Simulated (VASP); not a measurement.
A run of VASP 6.6.1 is set up as follows.

The input INCAR:

```
PREC = Accurate
ENCUT = 500
EDIFF = 1E-7
ISMEAR = 0
SIGMA = 0.01
LREAL = False
LASPH = True
NELM = 120
ALGO = Normal
ISIF = 8
LWAVE = False
LCHARG = False
GGA = PS
IBRION = 2
NSW = 60
EDIFFG = -0.03
GGA_COMPAT = False
NELMIN = 4
```

File KPOINTS:

```
regular mesh
0
Gamma
  6 6 6
```

The input POSCAR:

```
CdSe
1.0
    0.0000000000      3.0702712000      3.0702712000
    3.0702712000      0.0000000000      3.0702712000
    3.0702712000      3.0702712000      0.0000000000
Cd Se
1 1
Direct
    0.0000000000      0.0000000000      0.0000000000
    0.7500000000      0.7500000000      0.7500000000
```

Potentials or basis: VASP PAW PBE potentials, release 64 (Cd, Se).

Command:

```sh
$ cat potpaw_PBE.64/Cd/POTCAR potpaw_PBE.64/Se/POTCAR > POTCAR
$ mpirun -np 1 vasp_std > vasp.out
```

Predict the relaxed volume.

28.31 Å³/atom.

What does it give for the band gap on the k mesh?

0.47 eV.

Predict the space group after relaxing (to 0.1 Å).

F-43m (No. 216).

What does it give for the relaxed cell?

a = 4.310 Å, b = 4.310 Å, c = 4.310 Å, α = 60.00°, β = 60.00°, γ = 60.00°.

Final structure:
```
Cd Se
1.0
     0.00000    3.04767    3.04767
     3.04767    0.00000    3.04767
     3.04767    3.04767    0.00000
Cd Se
1 1
Direct
  0.00000 0.00000 0.00000
  0.75000 0.75000 0.75000
```

Caveat: the PAW data sets were made with another functional, which shifts forces and pressure a little.
